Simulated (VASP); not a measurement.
NiO: single point with PBE+U

NiO:

```xyz
2
Lattice="0.0000 2.2026 2.2026 2.2026 0.0000 2.2026 2.2026 2.2026 0.0000" Properties=species:S:1:pos:R:3 pbc="T T T"
Ni    0.0000    0.0000    0.0000
O     2.2026    2.2026    2.2026
```

This cell differs from its parent crystal: volume scaled by 1.10.

```yaml
Program: VASP 6.6.1
Task: single point
Functional: PBE
Potentials_or_basis: VASP PAW PBE potentials, release 64 (Ni_sv_GW, O)
Cutoff: 600 eV
k_mesh: 12 × 12 × 12
Occupations: gaussian, width 0.02 eV
Spin: collinear spin, ferromagnetic start
Starting_moments: "[1.91, 0.21] μB"
Hubbard_terms: Ni d U = 6.2 eV
```

| Quantity | Value |
| --- | --- |
| Pressure | -17.2 GPa |
| Band gap on the k mesh | 1.55 eV, indirect (least direct gap 2.38 eV) |
| Net moment | 2.00 μB per cell |
| Site moments | Ni +1.81; O +0.15 μB |
| Valence electrons inside the program's atomic spheres | Ni 16.01; O 4.96 |

Levels at points of the mesh, in eV from the valence-band top:
Spin up:
```tsv
k point	band 11	band 12	band 13	band 14	band 15	band 16
(0.00, 0.00, 0.00)	-1.11	-1.11	-1.11	1.55	17.87	17.87
(0.50, 0.00, 0.00)	-2.92	0.00	0.00	6.00	9.44	13.63
(0.50, 0.50, 0.00)	-3.82	-2.28	-2.28	5.73	10.58	11.67
```
Spin down:
```
           k point  band 7  band 8  band 9  band 10  band 11  band 12  band 13  band 14  band 15  band 16
(0.00, 0.00, 0.00)   -3.35   -3.35   -0.83    -0.83    -0.83     1.88     2.97     2.97    17.88    18.07
(0.50, 0.00, 0.00)   -3.36   -3.36   -2.00    -1.61    -1.61     4.82     4.82     6.18     9.89    13.98
(0.50, 0.50, 0.00)   -3.87   -2.70   -2.70    -2.01    -2.01     3.37     3.56     6.36    10.83    11.89
```

Eigenvalues of the final occupation matrices:
```csv
site,spin,trace,eigenvalues
site 1 d,1,4.75,0.94 0.94 0.94 0.96 0.96
site 1 d,2,2.96,0.08 0.08 0.93 0.93 0.93
```

Wall time 89 s on 1 thread of Intel(R) Xeon(R) Platinum 8488C (Sapphire Rapids), on a shared host, peak memory 0.24 GiB.

Caveat: a cell with one magnetic atom can't hold antiferromagnetic order, which such compounds often take. A k mesh can miss the band edges.
